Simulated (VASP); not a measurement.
# SiB4Mo (P4/mmm) in VASP: a series of runs, part 3 of 3

VASP 6.6.1. The steps go on from the part before.

### Step 6. Relaxation of cell and atoms, PBE

This run uses another cell than the first one, of 9.28 Å³/atom.

INCAR reads:

```
PREC = Accurate ; ENCUT = 600
EDIFF = 1E-7 ; ISMEAR = 0
SIGMA = 0.1 ; LREAL = False
LASPH = True ; NELM = 60
ALGO = Normal ; ISIF = 3
LWAVE = False ; LCHARG = False
GGA = PE ; IBRION = 2
NSW = 100 ; EDIFFG = -0.01
```

KPOINTS reads:

```
Automatic mesh
0
Gamma
  12 12 6
```

POSCAR reads:

```
SiB4Mo
1.0
    3.0383659973      0.0000000000      0.0000000000
    0.0000000000      3.0383659973      0.0000000000
    0.0000000000      0.0000000000      6.0346582931
Si B Mo
1 4 1
Direct
    0.5000000000      0.5000000000      0.5000000000
    0.0000000000      0.0000000000      0.6336673628
    0.5000000000      0.5000000000      0.1527081565
    0.5000000000      0.5000000000      0.8472918435
    0.0000000000      0.0000000000      0.3663326372
    0.0000000000      0.0000000000      0.0000000000
```

Potentials or basis: VASP PAW PBE potentials, release 64 (Si, B, Mo_sv).

Command:

```console
cat potpaw_PBE.64/Si/POTCAR potpaw_PBE.64/B/POTCAR potpaw_PBE.64/Mo_sv/POTCAR > POTCAR
mpirun -np 1 vasp_std > vasp.out
```

OUTCAR:

```text
PREC = Accurate
   ENCUT = 600
   EDIFF = 1E-7
   ISMEAR = 0
   LREAL = False
   LASPH = True
   NELM = 60
   ISIF = 3
   GGA = PE
   IBRION = 2
   NSW = 100
   EDIFFG = -0.01

 ion  position               nearest neighbor table
   1  0.500  0.500  0.500-   3 2.10   4 2.10   2 2.29   5 2.29   2 2.29   5 2.29   2 2.29   5 2.29
                             2 2.29   5 2.29
   2  0.000  0.000  0.634-   5 1.61   6 2.21   1 2.29   1 2.29   1 2.29   1 2.29
   3  0.500  0.500  0.153-   4 1.84   1 2.10   6 2.34   6 2.34   6 2.34   6 2.34
   4  0.500  0.500  0.847-   3 1.84   1 2.10   6 2.34   6 2.34   6 2.34   6 2.34
   5  0.000  0.000  0.366-   2 1.61   6 2.21   1 2.29   1 2.29   1 2.29   1 2.29
   6  0.000  0.000  0.000-   2 2.21   5 2.21   4 2.34   3 2.34   3 2.34   4 2.34   3 2.34   4 2.34
                             3 2.34   4 2.34

  LATTYP: Found a simple tetragonal cell.
 ALAT       =     3.0383659973
 C/A-ratio  =     1.9861525236

  Lattice vectors:

 A1 = (   3.0383659973,   0.0000000000,   0.0000000000)
 A2 = (   0.0000000000,   3.0383659973,   0.0000000000)
 A3 = (   0.0000000000,   0.0000000000,   6.0346582931)

Analysis of symmetry for initial positions (statically):
=====================================================================
[... 188 lines left out ...]
  -------------------------------------------------------------------------------------
  Total        0.4584884      0.4584884     -0.8690844      0.0000000     -0.0000000      0.0000000
  in kB       13.1857872     13.1857872    -24.9942245      0.0000000     -0.0000000      0.0000000
  external PRESSURE =       0.4591166 kB  Pullay stress =       0.0000000 kB
[... 187 lines left out ...]
--------------------------------------- Ionic step        6  -------------------------------------------

 number of electron      30.0000003 magnetization

 Free energy of the ion-electron system (eV)
  ---------------------------------------------------
  ext. energy  EPLUGINS =         0.00000000
  ---------------------------------------------------
  free energy    TOTEN  =       -40.42626774 eV

  energy without entropy =      -40.41842900  energy(sigma->0) =      -40.42234837

 E-fermi :   9.6412     XC(G=0): -12.4093

 val. band max:        9.6386062867   @ k =   0.3333   0.1667   0.5000
 cond. band min:       9.6511621463   @ k =   0.5000   0.0833   0.0000
 fundamental gap:      0.0125558596
 Fermi energy:         9.6412433958

 k-point     1 :       0.0000    0.0000    0.0000
  band No.  band energies     occupation
      1     -50.9891      2.00000
      2     -25.0554      2.00000
      3     -25.0554      2.00000
      4     -25.0426      2.00000
      5      -5.2868      2.00000
      6      -1.1042      2.00000
[... 505 lines left out ...]
      6       0.1047      2.00000
[... 11 lines left out ...]
     18      12.5940      0.00000
     19      12.7066      0.00000

 [... further k-points ...]

------------------------ aborting loop because EDIFF is reached ----------------------------------------

  FORCE on cell =-STRESS in cart. coord.  units (eV):
  Direction    XX          YY          ZZ          XY          YZ          ZX
  --------------------------------------------------------------------------------------
  -------------------------------------------------------------------------------------
  Total        0.0046016      0.0046016      0.0190359      0.0000000      0.0000000      0.0000000
  in kB        0.1319650      0.1319650      0.5459134      0.0000000      0.0000000      0.0000000
  external PRESSURE =       0.2699478 kB  Pullay stress =       0.0000000 kB
[... 21 lines left out ...]
  FREE ENERGIE OF THE ION-ELECTRON SYSTEM (eV)
  ---------------------------------------------------
  free  energy   TOTEN  =       -40.4262677357 eV

  energy  without entropy=      -40.4184289984  energy(sigma->0) =      -40.42234837

 reached required accuracy - stopping structural energy minimisation
```

OSZICAR:

```text
N       E                     dE             d eps       ncg     rms          rms(c)
DAV:   1     0.178102356186E+03    0.17810E+03   -0.16432E+04  4256   0.168E+03
DAV:   2    -0.345502494436E+02   -0.21265E+03   -0.20686E+03  5143   0.375E+02
[... 54 lines left out ...]
DAV:   1    -0.404262856145E+02   -0.70080E-04   -0.45402E-03  4286   0.475E-01    0.693E-02
DAV:   2    -0.404262747065E+02    0.10908E-04   -0.24032E-04  5313   0.108E-01    0.174E-02
DAV:   3    -0.404262684280E+02    0.62785E-05   -0.55495E-05  5052   0.434E-02    0.118E-02
DAV:   4    -0.404262673441E+02    0.10839E-05   -0.65146E-06  5052   0.182E-02    0.279E-03
DAV:   5    -0.404262675810E+02   -0.23687E-06   -0.38878E-07  4673   0.451E-03    0.125E-03
DAV:   6    -0.404262677052E+02   -0.12419E-06   -0.49081E-08  2368   0.148E-03    0.371E-04
DAV:   7    -0.404262677357E+02   -0.30519E-07   -0.54717E-09  2278   0.604E-04
   6 F= -.40426268E+02 E0= -.40422348E+02  d E =-.522574E-04
```

It took 2.8 min on 1 thread of Intel Xeon 6975P-C (Granite Rapids), shared host; peak memory 0.28 GiB.

Results:

```
Free energy                           : -40.4263 eV
Relaxed volume                        : 9.31 Å³/atom
Relaxed cell                          : a = 3.049 Å, b = 3.049 Å, c = 6.009 Å, α = 90.00°, β = 90.00°, γ = 90.00°
Space group after relaxing (to 0.1 Å) : P4/mmm (No. 123)
Energy gained by relaxing             : 0.6 meV/atom
Ionic steps                           : 6
Pressure after relaxing               : 0.0 GPa
Band gap on the k mesh                : zero (bands 15 and 16 overlap by 3.48 eV)
```

Forces on the atoms (eV/Å):
```
Si   0.000  0.000  0.000
B    0.000  0.000 -0.003
B    0.000  0.000 -0.001
B    0.000  0.000  0.001
B    0.000  0.000  0.003
Mo   0.000  0.000  0.000
```

Step by step:
```csv
step,energy change (eV),largest force (eV/Å),pressure (GPa),volume (Å³)
1,0.0000,0.1470,0.05,55.71
2,-0.0013,0.2388,0.83,55.73
3,-0.0033,0.0642,0.47,55.72
4,-0.0037,0.0287,-0.22,55.92
5,-0.0037,0.0315,-0.07,55.88
6,-0.0038,0.0029,0.03,55.87
```

Final structure:
```yaml
crystal:
  lattice:
    - [3.04903, 0.00000, 0.00000]
    - [0.00000, 3.04903, 0.00000]
    - [0.00000, 0.00000, 6.00948]
  atoms:
    - { symbol: Si, position: [0.50000, 0.50000, 0.50000] }
    - { symbol: B, position: [0.00000, 0.00000, 0.63325] }
    - { symbol: B, position: [0.50000, 0.50000, 0.15214] }
    - { symbol: B, position: [0.50000, 0.50000, 0.84786] }
    - { symbol: B, position: [0.00000, 0.00000, 0.36675] }
    - { symbol: Mo, position: [0.00000, 0.00000, 0.00000] }
```

Levels at points of the mesh, in eV from the Fermi level:
```
           k point  band 12  band 13  band 14  band 15  band 16  band 17  band 18  band 19
(0.00, 0.00, 0.00)    -1.56    -1.56    -1.02     1.06     1.81     1.83     1.83     3.00
(0.50, 0.00, 0.00)    -3.40    -0.70    -0.33     0.26     0.40     2.77     3.59     3.77
(0.50, 0.50, 0.00)    -5.06    -3.27    -1.91    -1.68    -1.68     2.23     2.23     3.05
(0.00, 0.00, 0.50)    -0.37     0.05     0.05     0.39     0.39     0.65     1.06     3.43
(0.50, 0.00, 0.50)    -3.41    -2.77    -1.06     1.68     1.73     2.30     2.56     4.69
(0.50, 0.50, 0.50)    -3.99    -3.73    -2.79    -2.79     0.06     1.22     2.46     2.46
```

### Step 7. The runs side by side

```csv
task,cell,k mesh,cutoff (eV),gap on the mesh (eV),pressure (GPa),relaxed volume (Å³/atom),largest force (eV/Å)
single point,"a = 3.124, b = 3.124, c = 5.313 Å, 6 atoms, atomic positions A",6 × 6 × 4,520,none,88.8,-,34.86
single point,"a = 3.038, b = 3.038, c = 6.035 Å, 6 atoms, atomic positions B",6 × 6 × 4,520,none,0.2,-,0.02
single point,"a = 3.049, b = 3.049, c = 6.009 Å, 6 atoms, atomic positions C",12 × 12 × 6,520,none,0.2,-,0.01
relaxation of cell and atoms,"relaxed from a = 3.124, b = 3.124, c = 5.313 Å, 6 atoms, atomic positions A",6 × 6 × 4,600,none,0.0,9.29,0.03
relaxation of cell and atoms,"relaxed from a = 3.038, b = 3.038, c = 6.035 Å, 6 atoms, atomic positions B",12 × 12 × 6,600,none,0.0,9.31,-
```

Alike in all rows: level PBE; potentials or basis VASP PAW PBE potentials, release 64 (Si, B, Mo_sv); no spin polarisation; smearing gaussian 0.1 eV.

Caveats: atoms lie so close that the PAW spheres overlap strongly, which falsifies energies and pressures (at least some runs); the stress differs along the axes, from 4 to 259 GPa (at least some runs); forces of over 1 eV/Å act on the atoms, so gaps and moduli don't describe the material at rest (at least some runs).

Absolute energies hang on the potentials; compare differences alone.

The gap in the log of VASP goes by the Fermi energy; the results here count the filled bands.